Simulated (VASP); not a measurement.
# Ge (Fmmm) in VASP: single point with PBEsol

Aim: the single point of Ge with PBEsol.

Program: VASP 6.6.1. These are calculated values, not measurements. Logs are shortened: lines on timing, memory, paths and dates and some standing lists are left out, and cuts for length are marked.

**1. The cell of the first run**

Symmetry: Fmmm, No. 69, orthorhombic system. The conventional cell has a = 5.187 Å, b = 5.714 Å, c = 9.943 Å, α = 90.00°, β = 90.00°, γ = 90.00°. Within 3.5 Å of Ge (site symmetry mm2) lie 8 Ge at 2.65 to 3.04 Å. Within 3.4 Å of Ge (site symmetry m2m) lie 8 Ge at 2.60 to 3.11 Å.

**2. Single point, PBEsol**

INCAR reads:

```
SYSTEM = Ge
PREC     = Accurate       ! precision mode
ENCUT    = 520            ! plane-wave cutoff, eV
EDIFF    = 1E-6           ! SCF threshold, eV
ISMEAR   = -1             ! smearing method
SIGMA    = 0.0517         ! smearing width, eV
LREAL    = Auto         
LASPH    = .TRUE.         ! aspherical terms in the spheres
NELM     = 60             ! most SCF steps
ALGO     = Normal         ! electronic algorithm
ISIF     = 2              ! what is computed and relaxed
LWAVE    = .FALSE.        ! write WAVECAR
LCHARG   = .FALSE.        ! write CHGCAR
GGA      = PS             ! functional
NBANDS   = 186            ! bands
```

KPOINTS reads:

```
Automatic mesh
0
Gamma
  2 2 2
  0.5 0.5 0.5
```

POSCAR reads:

```
Ge
1.0
    0.0000000000     -5.7141090057      5.1870250377
    4.9713426905      2.8570545029      5.1870250377
   -4.9713426905      2.8570545029      5.1870250377
Ge
24
Direct
    0.1666666667      0.4432608610      0.8900724723
    0.5000000000      0.7765941943      0.2234058057
    0.8333333333      0.1099275277      0.5567391390
    0.0000000000      0.7765941943      0.2234058057
    0.3333333333      0.1099275277      0.5567391390
    0.6666666667      0.4432608610      0.8900724723
    0.1666666667      0.8900724723      0.4432608610
    0.5000000000      0.2234058057      0.7765941943
    0.8333333333      0.5567391390      0.1099275277
    0.3333333333      0.5567391390      0.1099275277
    0.6666666667      0.8900724723      0.4432608610
    0.0000000000      0.2234058057      0.7765941943
    0.4851532461      0.7574146156      0.7574146156
    0.8184865795      0.0907479489      0.0907479489
    0.1518199128      0.4240812823      0.4240812823
    0.8481800872      0.5759187177      0.5759187177
    0.1815134205      0.9092520511      0.9092520511
    0.5148467539      0.2425853844      0.2425853844
    0.3481684054      0.5759070359      0.5759070359
    0.6815017387      0.9092403693      0.9092403693
    0.0148350721      0.2425737026      0.2425737026
    0.9851649279      0.7574262974      0.7574262974
    0.3184982613      0.0907596307      0.0907596307
    0.6518315946      0.4240929641      0.4240929641
```

Potentials or basis: VASP PAW PBE potentials, release 64 (Ge_d).

On the command line:

```sh
> cat potpaw_PBE.64/Ge_d/POTCAR > POTCAR
> mpirun -np 1 vasp_std > vasp.out
```

OUTCAR:

```text
SYSTEM = Ge
   PREC = Accurate
   ENCUT = 520
   EDIFF = 1E-6
   ISMEAR = -1
   LREAL = Auto
   LASPH = .TRUE.
   NELM = 60
   ISIF = 2
   GGA = PS

 ion  position               nearest neighbor table
   1  0.167  0.443  0.890-  12 2.65  10 2.65  19 2.71  22 2.71   8 2.91   9 2.91
   2  0.500  0.777  0.223-  10 2.65  11 2.65  20 2.71  23 2.71   7 2.91   9 2.91
   3  0.833  0.110  0.557-  12 2.65  11 2.65  24 2.71  21 2.71   8 2.91   7 2.91
   4  0.000  0.777  0.223-   7 2.65   9 2.65  14 2.71  17 2.71  10 2.91  11 2.91
   5  0.333  0.110  0.557-   8 2.65   7 2.65  15 2.71  18 2.71  12 2.91  11 2.91
   6  0.667  0.443  0.890-   8 2.65   9 2.65  16 2.71  13 2.71  12 2.91  10 2.91
   7  0.167  0.890  0.443-   4 2.65   5 2.65  19 2.71  22 2.71   2 2.91   3 2.91
   8  0.500  0.223  0.777-   5 2.65   6 2.65  20 2.71  23 2.71   1 2.91   3 2.91
   9  0.833  0.557  0.110-   4 2.65   6 2.65  24 2.71  21 2.71   2 2.91   1 2.91
  10  0.333  0.557  0.110-   2 2.65   1 2.65  15 2.71  18 2.71   4 2.91   6 2.91
  11  0.667  0.890  0.443-   2 2.65   3 2.65  16 2.71  13 2.71   4 2.91   5 2.91
  12  0.000  0.223  0.777-   1 2.65   3 2.65  14 2.71  17 2.71   5 2.91   6 2.91
  13  0.485  0.757  0.757-  17 2.60  20 2.61  19 2.61  11 2.71   6 2.71
  14  0.818  0.091  0.091-  18 2.60  20 2.61  21 2.61  12 2.71   4 2.71
  15  0.152  0.424  0.424-  16 2.60  19 2.61  21 2.61  10 2.71   5 2.71
  16  0.848  0.576  0.576-  15 2.60  24 2.61  22 2.61  11 2.71   6 2.71
  17  0.182  0.909  0.909-  13 2.60  23 2.61  22 2.61  12 2.71   4 2.71
  18  0.515  0.243  0.243-  14 2.60  23 2.61  24 2.61  10 2.71   5 2.71
  19  0.348  0.576  0.576-  24 2.60  15 2.61  13 2.61   7 2.71   1 2.71
  20  0.682  0.909  0.909-  22 2.60  14 2.61  13 2.61   8 2.71   2 2.71
  21  0.015  0.243  0.243-  23 2.60  14 2.61  15 2.61   9 2.71   3 2.71
  22  0.985  0.757  0.757-  20 2.60  17 2.61  16 2.61   7 2.71   1 2.71
  23  0.318  0.091  0.091-  21 2.60  17 2.61  18 2.61   8 2.71   2 2.71
  24  0.652  0.424  0.424-  19 2.60  16 2.61  18 2.61   9 2.71   3 2.71

  LATTYP: Found a base centered monoclinic cell.
 ALAT       =    11.8436462585
 B/A-ratio  =     0.8394953010
 C/A-ratio  =     0.6515958644
 COS(beta)  =    -0.2315018669

  Lattice vectors:

 A1 = (  -4.9713426905,  -2.8570545029,  -5.1870250377)
 A2 = (   4.9713426905,  -2.8570545029,  -5.1870250377)
 A3 = (   0.0000000000,  -5.7141090057,   5.1870250377)

Analysis of symmetry for initial positions (statically):
=====================================================================
 Subroutine PRICEL returns following result:

  LATTYP: Found a base centered orthorhombic cell.
 ALAT       =     5.7141090046
 B/A-ratio  =     1.7400237505
 C/A-ratio  =     0.9077574534

  Lattice vectors:

 A1 = (  -4.9713426905,  -2.8570545023,   0.0000000005)
 A2 = (   4.9713426905,  -2.8570545023,   0.0000000005)
 A3 = (   0.0000000000,   0.0000000006,   5.1870250382)
[... 137 lines left out ...]
   NELECT =     336.0000    total number of electrons
   NUPDOWN=      -1.0000    fix difference up-down
   EMIN   =  10.00;   EMAX   =-10.00  energy-range for DOS
   EFERMI =   0.00;   METHOD = LEGACY
   ISMEAR =    -1;   SIGMA  =   0.05  broadening in eV -4-tet -1-fermi 0-gaus
   EFERMI_NEDOS =   21; number of points for ismear=-14 and -15
   IALGO  =     38    algorithm
   IMIX   =      4    mixing-type and parameters
     AMIX     =   0.40;   BMIX     =  1.00
     AMIX_MAG =   1.60;   BMIX_MAG =  1.00
  volume/ion in A,a.u.               =      18.42       124.29
  Fermi-wavevector in a.u.,A,eV,Ry     =   1.494058  2.823359 30.371032  2.232208
  Thomas-Fermi vector in A             =   2.606379
   LORBIT       =      0    0 simple, 1 ext, 2 COOP (PROOUT), +10 PAW based schemes
   GGA     = PS    functional components
   LHFCALC =     F    Hartree Fock is set to
   AEXX    =    0.0000 exact exchange contribution
   IVDW    =     0    specifies the selected vdW correction
   LEPSILON=     F    determine dielectric tensor
   LRPA    =     F    only Hartree local field effects (RPA)
 non-spin polarized calculation
  energy-cutoff  :      520.00
  volume of cell :      442.04
 maximum number of plane-waves:     11935
 NGX is ok and might be reduce to    60
   NGX = 29   NGY = 29   NGZ = 29

 number of electron     335.9999689 magnetization

 Free energy of the ion-electron system (eV)
  ---------------------------------------------------
  ext. energy  EPLUGINS =         0.00000000
  ---------------------------------------------------
  free energy    TOTEN  =      -114.15487871 eV

  energy without entropy =     -114.08584283  energy(sigma->0) =     -114.12036077

 E-fermi :   7.0735     XC(G=0): -11.4994

 val. band max:        6.9211087392   @ k =   0.2500   0.2500   0.2500
 cond. band min:       7.0867523732   @ k =  -0.2500   0.2500   0.2500
 fundamental gap:      0.1656436340
 Fermi energy:         7.0734561306

 k-point     1 :       0.2500    0.2500    0.2500
  band No.  band energies     occupation
      1     -17.9661      2.00000
      2     -17.9635      2.00000
      3     -17.9484      2.00000
      4     -17.9456      2.00000
      5     -17.9435      2.00000
      6     -17.9405      2.00000
[... 538 lines left out ...]
    179       8.5894      0.00000
    180       8.5922      0.00000
 [bands above 180 left out]

------------------------ aborting loop because EDIFF is reached ----------------------------------------

  FORCE on cell =-STRESS in cart. coord.  units (eV):
  Direction    XX          YY          ZZ          XY          YZ          ZX
  --------------------------------------------------------------------------------------
  -------------------------------------------------------------------------------------
  Total       -2.5816754     -7.8841971      1.6735953      0.0000000     -0.2302576      0.0000000
  in kB       -9.3572965    -28.5763156      6.0659552      0.0000000     -0.8345701      0.0000000
  external PRESSURE =     -10.6225523 kB  Pullay stress =       0.0000000 kB

 VOLUME and BASIS-vectors are now :
 -----------------------------------------------------------------------------
  energy-cutoff  :      520.00
  volume of cell :      442.04
      direct lattice vectors                 reciprocal lattice vectors
     0.000000000 -5.714109006  5.187025038     0.000000000 -0.116670275  0.064262912
     4.971342691  2.857054503  5.187025038     0.100576450  0.058335137  0.064262912
    -4.971342691  2.857054503  5.187025038    -0.100576450  0.058335137  0.064262912

 POSITION                                       TOTAL-FORCE (eV/Angst)
 -----------------------------------------------------------------------------------
     -2.22125      2.85705      7.78054         0.212669      0.000000      0.000000
      2.75009      0.00000      7.78054         0.212669      0.000000      0.000000
     -2.22125     -2.85705      7.78054         0.212669      0.000000      0.000000
      2.75009      2.85705      5.18703         0.212683      0.000000      0.000000
     -2.22125      0.00000      5.18703         0.212683      0.000000      0.000000
     -2.22125     -0.00000     10.37405         0.212683      0.000000      0.000000
[... 16 lines left out ...]
      0.00000     -1.30132      2.59360        -0.000000      0.013917      0.094701
      0.00000     -1.30132      7.78063        -0.000000      0.013917      0.094701
 -----------------------------------------------------------------------------------
    total drift:                                0.000000      0.000000     -0.000000

  FREE ENERGIE OF THE ION-ELECTRON SYSTEM (eV)
  ---------------------------------------------------
  free  energy   TOTEN  =      -114.1548787100 eV

  energy  without entropy=     -114.0858428336  energy(sigma->0) =     -114.12036077
```

OSZICAR:

```text
N       E                     dE             d eps       ncg     rms          rms(c)
DAV:   1     0.585944507411E+04    0.58594E+04   -0.13065E+05  1196   0.530E+03
DAV:   2     0.131426133955E+04   -0.45452E+04   -0.44031E+04  1116   0.130E+03
DAV:   3     0.132055440195E+03   -0.11822E+04   -0.11526E+04  1116   0.345E+02
DAV:   4    -0.934684004498E+02   -0.22552E+03   -0.20909E+03  1246   0.133E+02
[... 10 lines left out ...]
DAV:  15    -0.114154881041E+03    0.24156E-05   -0.40515E-06  1008   0.501E-02    0.665E-03
DAV:  16    -0.114154881708E+03   -0.66755E-06   -0.23255E-05  1280   0.420E-02    0.508E-03
DAV:  17    -0.114154879886E+03    0.18228E-05   -0.96212E-07   760   0.315E-02    0.340E-03
DAV:  18    -0.114154878664E+03    0.12215E-05   -0.11801E-06   688   0.300E-02    0.161E-03
DAV:  19    -0.114154878710E+03   -0.45962E-07   -0.21278E-06   672   0.928E-03
   1 F= -.11415488E+03 E0= -.11412036E+03  d E =-.690359E-01
```

It took 18 min on 1 thread of AMD EPYC 7R43 (Zen 3), shared host; peak memory 0.53 GiB.

Results:

```yaml
Free_energy: -114.1549 eV
Pressure: -1.1 GPa
Largest_force: 0.213 eV/Å
Band_gap_on_the_k_mesh: zero (bands 168 and 169 overlap by 0.03 eV)
```

Forces on the atoms (eV/Å):
```
Ge   0.213  0.000  0.000
Ge   0.213  0.000  0.000
Ge   0.213  0.000  0.000
Ge   0.213  0.000  0.000
Ge   0.213  0.000  0.000
Ge   0.213  0.000  0.000
Ge  -0.213  0.000  0.000
Ge  -0.213  0.000  0.000
Ge  -0.213  0.000  0.000
Ge  -0.213  0.000  0.000
Ge  -0.213  0.000  0.000
Ge  -0.213  0.000  0.000
Ge   0.000  0.014  0.095
Ge   0.000  0.014  0.095
Ge   0.000  0.014  0.095
Ge   0.000 -0.014 -0.095
Ge   0.000 -0.014 -0.095
Ge   0.000 -0.014 -0.095
Ge   0.000 -0.014 -0.095
Ge   0.000 -0.014 -0.095
Ge   0.000 -0.014 -0.095
Ge   0.000  0.014  0.095
Ge   0.000  0.014  0.095
Ge   0.000  0.014  0.095
```

Levels at points of the mesh, in eV from the Fermi level:
| k point | band 165 | band 166 | band 167 | band 168 | band 169 | band 170 | band 171 | band 172 |
| --- | --- | --- | --- | --- | --- | --- | --- | --- |
| (0.25, 0.25, 0.25) | -0.34 | -0.19 | -0.15 | 0.05 | 0.05 | 0.17 | 0.22 | 0.32 |

Caveat: the k points lie up to 0.42 Å⁻¹ apart; semilocal functionals underestimate gaps, so a narrow gap can read as zero; the PAW data sets were made with another functional, which shifts forces and pressure a little.
